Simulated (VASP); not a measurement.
BeTe: single point with PBE

Crystal: BeTe.

```
Be Te
1.0
     3.72014    0.00000    0.00000
    -1.86007    3.22174    0.00000
     0.00000    0.00000    3.35938
Be Te
1 1
Direct
  0.66667 0.33333 0.50000
  0.33333 0.66667 0.00000
```

| Quantity | Value |
| --- | --- |
| Program | VASP 6.6.1 |
| Task | single point |
| Functional | PBE |
| Potentials or basis | VASP PAW PBE potentials, release 64 (Be, Te) |
| Cutoff | 520 eV |
| k mesh | 24 × 24 × 12 |
| Occupations | gaussian, width 0.1 eV |
| Spin | no spin polarisation |
| Dipole correction | no |
| Further INCAR settings | ALGO = Normal; EDIFF = 1e-06; NBANDS = 11 |

```yaml
Pressure: 0.0 GPa
Band_gap_on_the_k_mesh: zero (band 4 reaches 8.41 eV, above the bottom of band 5 at 5.53 eV)
```

Levels at points of the mesh, in eV from the Fermi level:
```tsv
k point	band 2	band 3	band 4	band 5	band 6	band 7
(0.00, 0.00, 0.00)	-0.94	-0.77	-0.77	1.76	3.80	3.80
(0.50, 0.00, 0.00)	-6.76	-2.62	1.02	1.43	4.47	5.34
(0.00, 0.00, 0.50)	-7.24	1.06	1.06	3.81	3.81	3.89
(0.50, 0.00, 0.50)	-5.53	-4.99	-1.60	-0.40	2.35	3.63
```

Run time: 2.3 min on 1 thread of AMD EPYC 7R43 64-Core Processor (Zen 3) (shared host), peak memory 0.28 GiB.

Caveat: spin-orbit coupling is left out, which moves the levels of the heavy elements.
